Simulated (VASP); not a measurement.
# ZnO (P6_3mc) in VASP: settings compared

ZnO is run at these levels: r2SCAN+rVV10, PBE, PBE-based screened hybrid with 15 % exact exchange; tasks: single point.

Program: VASP 6.6.1. These are calculated values, not measurements. Logs are shortened: lines on timing, memory, paths and dates and some standing lists are left out, and cuts for length are marked.

## Step 1: The cell of the first run

Symmetry: P6_3mc, No. 186, hexagonal system. Conventional cell: a = 3.205 Å, b = 3.205 Å, c = 5.135 Å, α = 90.00°, β = 90.00°, γ = 120.00°. Within 2.6 Å of Zn (site symmetry 3m) lie 4 O at 1.95 Å. O (site symmetry 3m) has 4 Zn at 1.95 Å within 2.6 Å.

## Step 2: Single point, r2SCAN+rVV10

Input file POSCAR:

```
ZnO
1.0
    3.2053930491      0.0000000000      0.0000000000
   -1.6026965246      2.7759518096      0.0000000000
    0.0000000000      0.0000000000      5.1353529565
Zn O
2 2
Direct
    0.6666666667      0.3333333333      0.0000000000
    0.3333333333      0.6666666667      0.5000000000
    0.3333333333      0.6666666667      0.8790100000
    0.6666666667      0.3333333333      0.3790100000
```

Input file INCAR.step1:

```
SYSTEM = ZnO
ALGO     = Normal         ! electronic algorithm
EDIFF    = 1E-5           ! SCF threshold, eV
ENCUT    = 1480           ! plane-wave cutoff, eV
GGA      = PE             ! functional
GGA_COMPAT= .FALSE.      
ISMEAR   = -1             ! smearing method
LASPH    = .TRUE.         ! aspherical terms in the spheres
LCHARG   = .FALSE.        ! write CHGCAR
LREAL    = .FALSE.        ! projectors in reciprocal space
LWAVE    = .TRUE.         ! write WAVECAR
NBANDS   = 26             ! bands
NELM     = 120            ! most SCF steps
PREC     = Accurate       ! precision mode
SIGMA    = 0.05           ! smearing width, eV
```

Input file INCAR.step2:

```
SYSTEM = ZnO
ALGO     = Normal         ! electronic algorithm
BPARAM   = 11.95        
CPARAM   = 0.0093       
EDIFF    = 1E-6           ! SCF threshold, eV
ENCUT    = 1480           ! plane-wave cutoff, eV
GGA_COMPAT= .FALSE.      
ISIF     = 2              ! what is computed and relaxed
ISMEAR   = -1             ! smearing method
ISTART   = 1            
IVDW_NL  = 2            
LASPH    = .TRUE.         ! aspherical terms in the spheres
LCHARG   = .FALSE.        ! write CHGCAR
LMIXTAU  = .TRUE.       
LREAL    = .FALSE.        ! projectors in reciprocal space
LUSE_VDW = .TRUE.       
LWAVE    = .FALSE.        ! write WAVECAR
METAGGA  = R2SCAN         ! meta-GGA
NBANDS   = 26             ! bands
NELM     = 120            ! most SCF steps
PREC     = Accurate       ! precision mode
SIGMA    = 0.05           ! smearing width, eV
```

Input file KPOINTS:

```
k-points
0
G
  9 9 5
  0 0 0
```

Potentials or basis: VASP PAW PBE potentials, release 64 (Zn, O_h).

Run with:

```sh
> cat potpaw_PBE.64/Zn/POTCAR potpaw_PBE.64/O_h/POTCAR > POTCAR
> cp INCAR.step1 INCAR
> mpirun -np 1 vasp_std > vasp.out
> cp INCAR.step2 INCAR
> mpirun -np 1 vasp_std > vasp.out
```

OUTCAR:

```text
SYSTEM = ZnO
   BPARAM = 11.95
   EDIFF = 1E-6
   ENCUT = 1480
   ISIF = 2
   ISMEAR = -1
   ISTART = 1
   IVDW_NL = 2
   LASPH = .TRUE.
   LREAL = .FALSE.
   METAGGA = R2SCAN
   NELM = 120
   PREC = Accurate

 ion  position               nearest neighbor table
   1  0.667  0.333  0.000-   4 1.95   3 1.95   3 1.95   3 1.95
   2  0.333  0.667  0.500-   3 1.95   4 1.95   4 1.95   4 1.95
   3  0.333  0.667  0.879-   2 1.95   1 1.95   1 1.95   1 1.95
   4  0.667  0.333  0.379-   1 1.95   2 1.95   2 1.95   2 1.95

  LATTYP: Found a hexagonal cell.
 ALAT       =     3.2053930491
 C/A-ratio  =     1.6020977390

  Lattice vectors:

 A1 = (   3.2053930491,   0.0000000000,   0.0000000000)
 A2 = (  -1.6026965246,   2.7759518096,   0.0000000000)
 A3 = (   0.0000000000,   0.0000000000,   5.1353529565)

Analysis of symmetry for initial positions (statically):
=====================================================================
 Subroutine PRICEL returns:
 Original cell was already a primitive cell.

 Routine SETGRP: Setting up the symmetry group for a
 hexagonal supercell.

 Subroutine GETGRP returns: Found 12 space group operations
 (whereof  6 operations were pure point group operations)
 out of a pool of 24 trial point group operations.

The static configuration has the point symmetry C_3v.
 The point group associated with its full space group is C_6v.

Analysis of symmetry for dynamics (positions and initial velocities):
=====================================================================
 Subroutine PRICEL returns:
 Original cell was already a primitive cell.

 Routine SETGRP: Setting up the symmetry group for a
 hexagonal supercell.

 Subroutine GETGRP returns: Found 12 space group operations
 (whereof  6 operations were pure point group operations)
 out of a pool of 24 trial point group operations.

The dynamic configuration has the point symmetry C_3v.
 The point group associated with its full space group is C_6v.

 Subroutine INISYM returns: Found 12 space group operations
 (whereof  6 operations are pure point group operations),
 and found     1 'primitive' translations

----------------------------------------------------------------------------------------

                                     Primitive cell

  volume of cell :      45.6945

  direct lattice vectors                    reciprocal lattice vectors
     3.205393049  0.000000000  0.000000000     0.311974221  0.180118401  0.000000000
    -1.602696525  2.775951810  0.000000000     0.000000000  0.360236801  0.000000000
     0.000000000  0.000000000  5.135352957     0.000000000  0.000000000  0.194728582

  length of vectors
     3.205393049  3.205393049  5.135352957     0.360236801  0.360236801  0.194728582

  position of ions in fractional coordinates (direct lattice)
     0.666666667  0.333333333  0.000000000
     0.333333333  0.666666667  0.500000000
     0.333333333  0.666666667  0.879010000
     0.666666667  0.333333333  0.379010000

  ion indices of the primitive-cell ions
   primitive index   ion index
                 1           1
                 2           2
                 3           3
                 4           4

----------------------------------------------------------------------------------------

 KPOINTS: k-points

Automatic generation of k-mesh.
 Grid dimensions read from file:
 generate k-points for:    9    9    5

 Generating k-lattice:

  Cartesian coordinates                     Fractional coordinates (reciprocal lattice)
     0.034663802  0.020013156  0.000000000     0.111111111 -0.000000000  0.000000000
     0.000000000  0.040026311  0.000000000     0.000000000  0.111111111  0.000000000
     0.000000000  0.000000000  0.038945716     0.000000000  0.000000000  0.200000000

  Length of vectors
     0.040026311  0.040026311  0.038945716

  Shift w.r.t. Gamma in fractional coordinates (k-lattice)
     0.000000000  0.000000000  0.000000000

 Subroutine IBZKPT returns following result:
 ===========================================

 Found     36 irreducible k-points:

 Following reciprocal coordinates:
            Coordinates               Weight
  0.000000  0.000000  0.000000      1.000000
  0.111111  0.000000  0.000000      6.000000
  0.222222  0.000000  0.000000      6.000000
  0.333333  0.000000  0.000000      6.000000
  0.444444  0.000000  0.000000      6.000000
  0.111111  0.111111  0.000000      6.000000
[... 16 lines left out ...]
  0.333333  0.222222  0.200000     24.000000
  0.333333  0.333333  0.200000      4.000000
 [... further k-points ...]
   k-points           NKPTS =     36   k-points in BZ     NKDIM =     36   number of bands    NBANDS=     26
   number of dos      NEDOS =    301   number of ions     NIONS =      4
   total plane-waves  NPLWV = 102400
   dimension x,y,z NGX =    40 NGY =   40 NGZ =   64
   dimension x,y,z NGXF=    80 NGYF=   80 NGZF=  128
   ions per type =               2   2
[... 66 lines left out ...]
 Fermi energy:         2.2011849842

 k-point     1 :       0.0000    0.0000    0.0000
  band No.  band energies     occupation
      1     -17.8853      2.00000
      2     -17.1262      2.00000
      3      -4.4901      2.00000
      4      -4.4699      2.00000
      5      -4.4699      2.00000
      6      -4.4216      2.00000
[... 18 lines left out ...]
     25      16.8500      0.00000
     26      16.8500      0.00000

 k-point     2 :       0.1111    0.0000    0.0000
  band No.  band energies     occupation
      1     -17.8155      2.00000
      2     -17.0960      2.00000
      3      -4.5590      2.00000
      4      -4.4274      2.00000
      5      -4.3894      2.00000
      6      -4.3761      2.00000
[... 18 lines left out ...]
     25      16.9753      0.00000
     26      17.0168      0.00000

 k-point     3 :       0.2222    0.0000    0.0000
  band No.  band energies     occupation
      1     -17.6294      2.00000
      2     -17.0239      2.00000
      3      -4.7241      2.00000
      4      -4.3708      2.00000
      5      -4.3267      2.00000
      6      -4.2334      2.00000
[... 18 lines left out ...]
     25      15.9054      0.00000
     26      16.9314      0.00000

 k-point     4 :       0.3333    0.0000    0.0000
  band No.  band energies     occupation
      1     -17.3929      2.00000
      2     -16.9576      2.00000
      3      -4.8179      2.00000
      4      -4.4328      2.00000
      5      -4.2321      2.00000
      6      -4.0462      2.00000
[... 18 lines left out ...]
     25      15.9509      0.00000
     26      16.7721      0.00000

 k-point     5 :       0.4444    0.0000    0.0000
  band No.  band energies     occupation
      1     -17.2068      2.00000
      2     -16.9405      2.00000
      3      -4.7661      2.00000
      4      -4.5210      2.00000
      5      -4.1856      2.00000
      6      -3.8642      2.00000
[... 18 lines left out ...]
     25      15.7015      0.00000
     26      16.9671      0.00000

 k-point     6 :       0.1111    0.1111    0.0000
  band No.  band energies     occupation
      1     -17.6874      2.00000
      2     -17.0448      2.00000
      3      -4.6437      2.00000
      4      -4.4473      2.00000
      5      -4.3130      2.00000
      6      -4.2724      2.00000
[... 427 lines left out ...]
 k-point    21 :       0.4444    0.1111    0.2000
  band No.  band energies     occupation
      1     -17.1275      2.00000
      2     -16.9603      2.00000
      3      -4.7447      2.00000
      4      -4.5840      2.00000
      5      -4.1774      2.00000
      6      -3.9099      2.00000
[... 18 lines left out ...]
     25      15.3200      0.00000
     26      16.7029      0.00000

 k-point    22 :       0.2222    0.2222    0.2000
  band No.  band energies     occupation
      1     -17.2435      2.00000
      2     -16.9688      2.00000
      3      -4.6654      2.00000
      4      -4.5737      2.00000
      5      -4.1552      2.00000
      6      -4.1206      2.00000
[... 18 lines left out ...]
     25      14.4423      0.00000
     26      17.8706      0.00000

 k-point    23 :       0.3333    0.2222    0.2000
  band No.  band energies     occupation
      1     -17.0954      2.00000
      2     -16.9599      2.00000
      3      -4.5851      2.00000
      4      -4.4078      2.00000
      5      -4.2027      2.00000
      6      -3.9950      2.00000
[... 18 lines left out ...]
     25      15.2515      0.00000
     26      17.0327      0.00000

 k-point    24 :       0.3333    0.3333    0.2000
  band No.  band energies     occupation
      1     -17.0009      2.00000
      2     -17.0009      2.00000
      3      -4.4804      2.00000
      4      -4.2590      2.00000
      5      -4.2590      2.00000
      6      -3.9130      2.00000
[... 18 lines left out ...]
     25      15.8337      0.00000
     26      17.4235      0.00000

 [... further k-points ...]

------------------------ aborting loop because EDIFF is reached ----------------------------------------

  FORCE on cell =-STRESS in cart. coord.  units (eV):
  Direction    XX          YY          ZZ          XY          YZ          ZX
  --------------------------------------------------------------------------------------
  -------------------------------------------------------------------------------------
  Total        1.2892685      1.2892685      1.8225406     -0.0000000      0.0000000      0.0000000
  in kB       45.2054123     45.2054123     63.9034483     -0.0000000      0.0000000      0.0000000
  external PRESSURE =      51.4380910 kB  Pullay stress =       0.0000000 kB

 VOLUME and BASIS-vectors are now :
 -----------------------------------------------------------------------------
  energy-cutoff  :     1480.00
  volume of cell :       45.69
      direct lattice vectors                 reciprocal lattice vectors
     3.205393049  0.000000000  0.000000000     0.311974221  0.180118401  0.000000000
    -1.602696525  2.775951810  0.000000000     0.000000000  0.360236801  0.000000000
     0.000000000  0.000000000  5.135352957     0.000000000  0.000000000  0.194728582

 POSITION                                       TOTAL-FORCE (eV/Angst)
 -----------------------------------------------------------------------------------
      1.60270      0.92532      0.00000        -0.000000      0.000000     -0.087340
     -0.00000      1.85063      2.56768         0.000000     -0.000000     -0.087340
     -0.00000      1.85063      4.51403         0.000000      0.000000      0.087340
      1.60270      0.92532      1.94635        -0.000000      0.000000      0.087340
 -----------------------------------------------------------------------------------
    total drift:                                0.000000     -0.000000      0.003020

  FREE ENERGIE OF THE ION-ELECTRON SYSTEM (eV)
  ---------------------------------------------------
  free  energy   TOTEN  =       -35.2500971457 eV

  energy  without entropy=      -35.2500970851  energy(sigma->0) =      -35.25009712
```

It took 11 min on 1 thread of Intel Xeon Platinum 8124M at 3.00GHz (Skylake/Cascade Lake), shared host; peak memory 0.83 GiB.

Results:

* Free energy: -35.2501 eV
* Pressure: 5.1 GPa
* Largest force: 0.087 eV/Å
* Band gap on the k mesh: 1.24 eV

Forces in eV/Å, atoms in the order of the input:
```
Zn   0.000  0.000 -0.087
Zn   0.000  0.000 -0.087
O    0.000  0.000  0.087
O    0.000  0.000  0.087
```

Levels at points of the mesh, in eV from the valence-band top:
```csv
k point,band 14,band 15,band 16,band 17,band 18,band 19,band 20,band 21,band 22,band 23
"(0.00, 0.00, 0.00)",-0.88,-0.88,-0.09,0.00,0.00,1.24,5.96,8.95,13.84,13.84
```

Caveat: the cell stands under pressure; the PAW data sets were made with another functional, which shifts forces and pressure a little. r2SCAN opens gaps a little over a GGA but as a rule still falls short of measured ones.

## Step 3: Single point, PBE

This run uses another cell than the first one, of 11.90 Å³/atom.

Input file INCAR:

```
SYSTEM = ZnO
ALGO = Normal
EDIFF = 1E-6
ENCUT = 1340
GGA = PE
GGA_COMPAT = .FALSE.
ISIF = 2
ISMEAR = 0
LASPH = .TRUE.
LCHARG = .TRUE.
LELF = .TRUE.
LREAL = .FALSE.
LVHAR = .TRUE.
LWAVE = .FALSE.
NBANDS = 26
NELM = 120
PREC = Accurate
SIGMA = 0.017
```

KPOINTS is that of step 2.

Input file POSCAR:

```
ZnO
1.0
    3.2493080000      0.0000000000      0.0000000000
   -1.6246540000      2.8139832727      0.0000000000
    0.0000000000      0.0000000000      5.2057090000
Zn O
2 2
Direct
    0.6666666667      0.3333333333      0.0000000000
    0.3333333333      0.6666666667      0.5000000000
    0.3333333333      0.6666666667      0.8790100000
    0.6666666667      0.3333333333      0.3790100000
```

Potentials or basis: VASP PAW PBE potentials, release 64 (Zn, O_h).

Run with:

```sh
> cat potpaw_PBE.64/Zn/POTCAR potpaw_PBE.64/O_h/POTCAR > POTCAR
> mpirun -np 1 vasp_std > vasp.out
```

Wall time 71 s (1 thread of Intel Xeon 6975P-C (Granite Rapids), shared host); peak memory 0.39 GiB.

Results (log left out):

```yaml
Free_energy: -17.8372 eV
Pressure: 5.8 GPa
Largest_force: 0.074 eV/Å
Band_gap_on_the_k_mesh: 0.79 eV
```

Forces on the atoms (eV/Å):
```
Zn   0.000  0.000 -0.074
Zn   0.000  0.000 -0.074
O    0.000  0.000  0.074
O    0.000  0.000  0.074
```

Stress tensor (GPa, compression positive):
```
5.24 0.00 0.00
0.00 5.24 0.00
0.00 0.00 6.99
```

Levels at points of the mesh, in eV from the valence-band top:
```
           k point  band 16  band 17  band 18  band 19  band 20  band 21
(0.00, 0.00, 0.00)    -0.07     0.00     0.00     0.79     5.21     8.26
```

Caveat: the cell stands under pressure; semilocal functionals underestimate gaps, and a narrow one can read as zero.

## Step 4: Single point, PBE-based screened hybrid with 15 % exact exchange

This run uses another cell than the first one, of 11.90 Å³/atom.

POSCAR is that of step 3.

Input file INCAR.step1:

```
SYSTEM = ZnO
PREC     = Accurate       ! precision mode
ENCUT    = 1000           ! plane-wave cutoff, eV
EDIFF    = 1E-5           ! SCF threshold, eV
ISMEAR   = -1             ! smearing method
SIGMA    = 0.05           ! smearing width, eV
LREAL    = .FALSE.        ! projectors in reciprocal space
LASPH    = .TRUE.         ! aspherical terms in the spheres
NELM     = 120            ! most SCF steps
ALGO     = Normal         ! electronic algorithm
ISIF     = 2              ! what is computed and relaxed
LWAVE    = .TRUE.         ! write WAVECAR
GGA      = PE             ! functional
NBANDS   = 26             ! bands
GGA_COMPAT= .FALSE.
```

Input file INCAR.step2:

```
SYSTEM = ZnO
PREC     = Accurate       ! precision mode
ENCUT    = 1000           ! plane-wave cutoff, eV
EDIFF    = 1E-6           ! SCF threshold, eV
ISMEAR   = -1             ! smearing method
SIGMA    = 0.05           ! smearing width, eV
LREAL    = .FALSE.        ! projectors in reciprocal space
LASPH    = .TRUE.         ! aspherical terms in the spheres
NELM     = 120            ! most SCF steps
ALGO     = Normal         ! electronic algorithm
ISIF     = 2              ! what is computed and relaxed
LWAVE    = .FALSE.        ! write WAVECAR
LCHARG   = .TRUE.         ! write CHGCAR
GGA      = PE             ! functional
LHFCALC  = .TRUE.         ! exact exchange
AEXX     = 0.15           ! exact-exchange fraction
HFSCREEN = 0.2078699      ! screening, 1/A
PRECFOCK = Normal       
LELF     = .TRUE.         ! ELF
LVHAR    = .TRUE.       
ISTART   = 1            
NBANDS   = 26             ! bands
GGA_COMPAT= .FALSE.
```

Input file KPOINTS:

```
regular mesh
0
G
  5 5 3
  0 0 0
```

Run with:

```sh
> cat potpaw_PBE.64/Zn/POTCAR potpaw_PBE.64/O_h/POTCAR > POTCAR
> cp INCAR.step1 INCAR
> mpirun -np 1 vasp_std > vasp.out
> cp INCAR.step2 INCAR
> mpirun -np 1 vasp_std > vasp.out
```

Wall time 1.6 h (1 thread of Intel Xeon Platinum 8259CL at 2.50GHz (Skylake/Cascade Lake), shared host); peak memory 0.4 GiB.

Results (log left out):

| Quantity | Value |
| --- | --- |
| Free energy | -20.7179 eV |
| Pressure | 3.4 GPa |
| Largest force | 0.078 eV/Å |
| Band gap on the k mesh | 1.79 eV |

Forces on the atoms (eV/Å):
```
Zn   0.000  0.000 -0.078
Zn   0.000  0.000 -0.078
O    0.000  0.000  0.078
O    0.000  0.000  0.078
```

Stress tensor (GPa, compression positive):
```
2.85 0.00 0.00
0.00 2.85 0.00
0.00 0.00 4.36
```

Levels at points of the mesh, in eV from the valence-band top:
```
           k point  band 14  band 15  band 16  band 17  band 18  band 19  band 20  band 21  band 22  band 23
(0.00, 0.00, 0.00)    -0.85    -0.85    -0.06     0.00     0.00     1.79     6.39     9.51    14.12    14.12
```

Caveat: the k points lie up to 0.45 Å⁻¹ apart; the PAW data sets were made with another functional, which shifts forces and pressure a little.

## Step 5: Overview

```tsv
level	cell	k mesh	cutoff (eV)	smearing	grid for exact exchange (PRECFOCK)	share of exact exchange	screening parameter	gap on the mesh (eV)	pressure (GPa)	largest force (eV/Å)
r2SCAN+rVV10	a = 3.205, b = 3.205, c = 5.135 Å, angles 90.0, 90.0, 120.0°, 4 atoms	9 × 9 × 5	1480	fermi-dirac 0.05 eV	-	-	-	1.24	5.1	0.09
PBE	a = 3.249, b = 3.249, c = 5.206 Å, angles 90.0, 90.0, 120.0°, 4 atoms	9 × 9 × 5	1340	gaussian 0.017 eV	-	-	-	0.79	5.8	0.07
PBE-based screened hybrid with 15 % exact exchange	a = 3.249, b = 3.249, c = 5.206 Å, angles 90.0, 90.0, 120.0°, 4 atoms	5 × 5 × 3	1000	fermi-dirac 0.05 eV	Normal	0.15	0.20787 1/Å	1.79	3.4	0.08
```

Alike in all rows: task single point; potentials or basis VASP PAW PBE potentials, release 64 (Zn, O_h); no spin polarisation.

Caveats: some runs use coarse meshes; the cell stands under pressure (at least some runs); the PAW data sets were made with another functional, which shifts forces and pressure a little (at least some runs); semilocal functionals underestimate gaps, and a narrow one can read as zero (at least some runs).

Total energies depend on the potentials used, so only differences within one code and one set of settings carry meaning.
